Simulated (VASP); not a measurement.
# LiH (P4/mmm) in VASP: a series of runs, part 2 of 2

VASP 6.6.1. Earlier steps stand in the parts before.

## 3. Relaxation of cell and atoms, PBE

This run uses another cell than the first one, of 13.95 Å³/atom.

Contents of INCAR:

```
ALGO = Normal
EDIFF = 1E-6
EDIFFG = -0.01
ENCUT = 600
GGA = PE
IBRION = 2
ISIF = 3
ISMEAR = 0
LASPH = T
LCHARG = F
LREAL = F
LWAVE = F
NELM = 100
NSW = 100
PREC = Accurate
SIGMA = 0.01
```

Contents of KPOINTS:

```
k-points
0
Gamma
  14 14 10
```

Contents of POSCAR:

```
LiH
1.0
    2.6853501801      0.0000000000      0.0000000000
    0.0000000000      2.6853501801      0.0000000000
    0.0000000000      0.0000000000      3.8682818572
Li H
1 1
Direct
    0.0000000000      0.0000000000      0.0000000000
    0.5000000000      0.5000000000      0.0000000000
```

Potentials or basis: VASP PAW PBE potentials, release 64 (Li_sv, H).

Launch:

```bash
$ cat potpaw_PBE.64/Li_sv/POTCAR potpaw_PBE.64/H/POTCAR > POTCAR
$ mpirun -np 1 vasp_std > vasp.out
```

OUTCAR:

```text
EDIFF = 1E-6
   EDIFFG = -0.01
   ENCUT = 600
   GGA = PE
   IBRION = 2
   ISIF = 3
   ISMEAR = 0
   LASPH = T
   LREAL = F
   NELM = 100
   NSW = 100
   PREC = Accurate

 ion  position               nearest neighbor table
   1  0.000  0.000  0.000-
   2  0.500  0.500  0.000-

  LATTYP: Found a simple tetragonal cell.
 ALAT       =     2.6853501801
 C/A-ratio  =     1.4405130049

  Lattice vectors:

 A1 = (   2.6853501801,   0.0000000000,   0.0000000000)
 A2 = (   0.0000000000,   2.6853501801,   0.0000000000)
 A3 = (   0.0000000000,   0.0000000000,   3.8682818572)

Analysis of symmetry for initial positions (statically):
=====================================================================
 Subroutine PRICEL returns:
 Original cell was already a primitive cell.

 Routine SETGRP: Setting up the symmetry group for a
 simple tetragonal supercell.

 Subroutine GETGRP returns: Found 16 space group operations
 (whereof 16 operations were pure point group operations)
 out of a pool of 16 trial point group operations.

The static configuration has the point symmetry D_4h.

Analysis of symmetry for dynamics (positions and initial velocities):
=====================================================================
 Subroutine PRICEL returns:
 Original cell was already a primitive cell.

 Routine SETGRP: Setting up the symmetry group for a
 simple tetragonal supercell.

 Subroutine GETGRP returns: Found 16 space group operations
 (whereof 16 operations were pure point group operations)
 out of a pool of 16 trial point group operations.

The dynamic configuration has the point symmetry D_4h.

 Subroutine INISYM returns: Found 16 space group operations
 (whereof 16 operations are pure point group operations),
 and found     1 'primitive' translations

----------------------------------------------------------------------------------------

                                     Primitive cell

  volume of cell :      27.8946

  direct lattice vectors                    reciprocal lattice vectors
     2.685350180  0.000000000  0.000000000     0.372390911  0.000000000  0.000000000
     0.000000000  2.685350180  0.000000000     0.000000000  0.372390911  0.000000000
     0.000000000  0.000000000  3.868281857     0.000000000  0.000000000  0.258512703

  length of vectors
     2.685350180  2.685350180  3.868281857     0.372390911  0.372390911  0.258512703

  position of ions in fractional coordinates (direct lattice)
     0.000000000  0.000000000  0.000000000
     0.500000000  0.500000000  0.000000000

  ion indices of the primitive-cell ions
   primitive index   ion index
                 1           1
                 2           2

----------------------------------------------------------------------------------------

 KPOINTS: k-points

Automatic generation of k-mesh.
 Grid dimensions read from file:
 generate k-points for:   14   14   10

[... 43 lines left out ...]
  0.357143  0.214286  0.000000      8.000000
 [... further k-points ...]
   k-points           NKPTS =    216   k-points in BZ     NKDIM =    216   number of bands    NBANDS=      6
   number of dos      NEDOS =    301   number of ions     NIONS =      2
   total plane-waves  NPLWV =  18432
   dimension x,y,z NGX =    24 NGY =   24 NGZ =   32
   dimension x,y,z NGXF=    48 NGYF=   48 NGZF=   64
   ions per type =               1   1
   NGX,Y,Z   is equivalent  to a cutoff of  14.86, 14.86, 13.75 a.u.
   NGXF,Y,Z  is equivalent  to a cutoff of  29.72, 29.72, 27.51 a.u.
 SYSTEM =  unknown system
   PREC   = accura    normal or accurate (medium, high low for compatibility)
   ISTART =      0    job   : 0-new  1-cont  2-samecut
   ICHARG =      2    charge: 1-file 2-atom 10-const
   ISPIN  =      1    spin polarized calculation?
   LNONCOLLINEAR =      F non collinear calculations
   LSORBIT =      F    spin-orbit coupling
   LASPH  =      T    aspherical Exc in radial PAW
   ENCUT  =  600.0 eV  44.10 Ry    6.64 a.u.   5.36  5.36  7.73*2*pi/ulx,y,z
   NELM   =    100;   NELMIN=  2; NELMDL= -5     # of ELM steps
   EDIFF  = 0.1E-05   stopping-criterion for ELM
   LREAL  =      F    real-space projection
   EDIFFG = -.1E-01   stopping-criterion for IOM
   NSW    =    100    number of steps for IOM
   IBRION =      2    ionic relax: 0-MD 1-quasi-New 2-CG
   NFREE  =      1    steps in history (QN), initial steepest desc. (CG)
   ISIF   =      3    stress and relaxation
   ISYM   =      2    0-nonsym 1-usesym 2-fastsym
   POTIM  = 0.5000    time-step for ionic-motion
   TEBEG  =    0.0;   TEEND  =   0.0 temperature during run
   PSTRESS=    0.0 pullay stress
   NELECT =       4.0000    total number of electrons
   NUPDOWN=      -1.0000    fix difference up-down
   EMIN   =  10.00;   EMAX   =-10.00  energy-range for DOS
   EFERMI =   0.00;   METHOD = LEGACY
   ISMEAR =     0;   SIGMA  =   0.01  broadening in eV -4-tet -1-fermi 0-gaus
   EFERMI_NEDOS =   21; number of points for ismear=-14 and -15
   IALGO  =     38    algorithm
   IMIX   =      4    mixing-type and parameters
     AMIX     =   0.40;   BMIX     =  1.00
     AMIX_MAG =   1.60;   BMIX_MAG =  1.00
  volume/ion in A,a.u.               =      13.95        94.12
  Fermi-wavevector in a.u.,A,eV,Ry     =   0.856883  1.619274  9.990056  0.734248
  Thomas-Fermi vector in A             =   1.973852
   LORBIT       =      0    0 simple, 1 ext, 2 COOP (PROOUT), +10 PAW based schemes
   GGA     = PE    functional components
   LHFCALC =     F    Hartree Fock is set to
   AEXX    =    0.0000 exact exchange contribution
   IVDW    =     0    specifies the selected vdW correction
   LEPSILON=     F    determine dielectric tensor
   LRPA    =     F    only Hartree local field effects (RPA)
 conjugate gradient relaxation of ions
 non-spin polarized calculation
 Gauss-broadening in eV      SIGMA  =   0.01
  energy-cutoff  :      600.00
  volume of cell :       27.89
 maximum number of plane-waves:       949
 NGX is ok and might be reduce to    24
   NGX = 11   NGY = 11   NGZ = 15

--------------------------------------- Ionic step        1  -------------------------------------------

 number of electron       3.9999995 magnetization

 Free energy of the ion-electron system (eV)
  ---------------------------------------------------
  ext. energy  EPLUGINS =         0.00000000
  ---------------------------------------------------
  free energy    TOTEN  =        -5.77322094 eV

  energy without entropy =       -5.77322094  energy(sigma->0) =       -5.77322094

------------------------ aborting loop because EDIFF is reached ----------------------------------------

  FORCE on cell =-STRESS in cart. coord.  units (eV):
  Direction    XX          YY          ZZ          XY          YZ          ZX
  --------------------------------------------------------------------------------------
  -------------------------------------------------------------------------------------
  Total       -0.0058822     -0.0058822      0.0207380      0.0000000      0.0000000      0.0000000
  in kB       -0.3378525     -0.3378525      1.1911258      0.0000000      0.0000000      0.0000000
  external PRESSURE =       0.1718069 kB  Pullay stress =       0.0000000 kB
[... 95 lines left out ...]
--------------------------------------- Ionic step        4  -------------------------------------------

 number of electron       3.9999995 magnetization

 Free energy of the ion-electron system (eV)
  ---------------------------------------------------
  ext. energy  EPLUGINS =         0.00000000
  ---------------------------------------------------
  free energy    TOTEN  =        -5.77330190 eV

  energy without entropy =       -5.77330190  energy(sigma->0) =       -5.77330190

 E-fermi :  -0.5038     XC(G=0):  -6.2026

 val. band max:       -0.5457257653   @ k =   0.5000   0.5000   0.5000
 cond. band min:      -0.4541214620   @ k =   0.0000   0.0000   0.5000
 fundamental gap:      0.0916043033
 Fermi energy:        -0.5038006925

 k-point     1 :       0.0000    0.0000    0.0000
  band No.  band energies     occupation
      1     -46.2176      2.00000
      2      -5.4359      2.00000
      3       4.3484      0.00000
      4       4.6359      0.00000
      5      12.8310      0.00000
      6      12.8310      0.00000
[... 199 lines left out ...]
 k-point    24 :       0.3571    0.2143    0.0000
  band No.  band energies     occupation
      1     -46.1852      2.00000
      2      -3.5419      2.00000
      3       4.3592      0.00000
      4       7.4495      0.00000
      5       7.8563      0.00000
      6      11.4527      0.00000

 [... further k-points ...]

------------------------ aborting loop because EDIFF is reached ----------------------------------------

  FORCE on cell =-STRESS in cart. coord.  units (eV):
  Direction    XX          YY          ZZ          XY          YZ          ZX
  --------------------------------------------------------------------------------------
  -------------------------------------------------------------------------------------
  Total        0.0165203      0.0165203      0.0182152      0.0000000     -0.0000000      0.0000000
  in kB        0.9468374      0.9468374      1.0439751      0.0000000     -0.0000000      0.0000000
  external PRESSURE =       0.9792166 kB  Pullay stress =       0.0000000 kB
[... 17 lines left out ...]
  FREE ENERGIE OF THE ION-ELECTRON SYSTEM (eV)
  ---------------------------------------------------
  free  energy   TOTEN  =        -5.7733019015 eV

  energy  without entropy=       -5.7733019015  energy(sigma->0) =       -5.77330190

 reached required accuracy - stopping structural energy minimisation
```

CONTCAR:

```text
LiH
   1.00000000000000
     2.6815400599637127    0.0000000000000000    0.0000000000000000
     0.0000000000000000    2.6815400599637127   -0.0000000000000000
     0.0000000000000000    0.0000000000000000    3.8876320955298587
  Li              H
     1     1
Direct
     0.0000000000000000    0.0000000000000000    0.0000000000000000
     0.5000000000000000    0.5000000000000000    0.0000000000000000

  0.00000000E+00  0.00000000E+00  0.00000000E+00
  0.00000000E+00  0.00000000E+00  0.00000000E+00
```

Run time: 24 s. Hardware: 1 thread of AMD EPYC 9R45 (Zen 5), shared host; peak memory 0.14 GiB.

What came out:

```yaml
Free_energy: -5.7733 eV
Relaxed_volume: 13.98 Å³/atom
Relaxed_cell: a = 2.682 Å, b = 2.682 Å, c = 3.888 Å, α = 90.00°, β = 90.00°, γ = 90.00°
Space_group_after_relaxing_to_0.1_Å: P4/mmm (No. 123)
Energy_gained_by_relaxing: 0.0 meV/atom
Ionic_steps: 4
Pressure_after_relaxing: 0.1 GPa
Band_gap_on_the_k_mesh: 0.09 eV (least direct gap 4.23 eV)
```

Final structure:
```cif
data_structure
_symmetry_space_group_name_H-M 'P 1'
_symmetry_Int_Tables_number 1
_cell_length_a 2.6815
_cell_length_b 2.6815
_cell_length_c 3.8876
_cell_angle_alpha 90.000
_cell_angle_beta 90.000
_cell_angle_gamma 90.000
_cell_volume 27.95
loop_
_atom_site_label
_atom_site_type_symbol
_atom_site_fract_x
_atom_site_fract_y
_atom_site_fract_z
_atom_site_occupancy
Li1 Li 0.00000 0.00000 0.00000 1
H1 H 0.50000 0.50000 0.00000 1
```

Caveat: the cutoff is under 1.25 times the usual one of these potentials, so pressure, stress and relaxed cells hold a basis-set (Pulay) error.
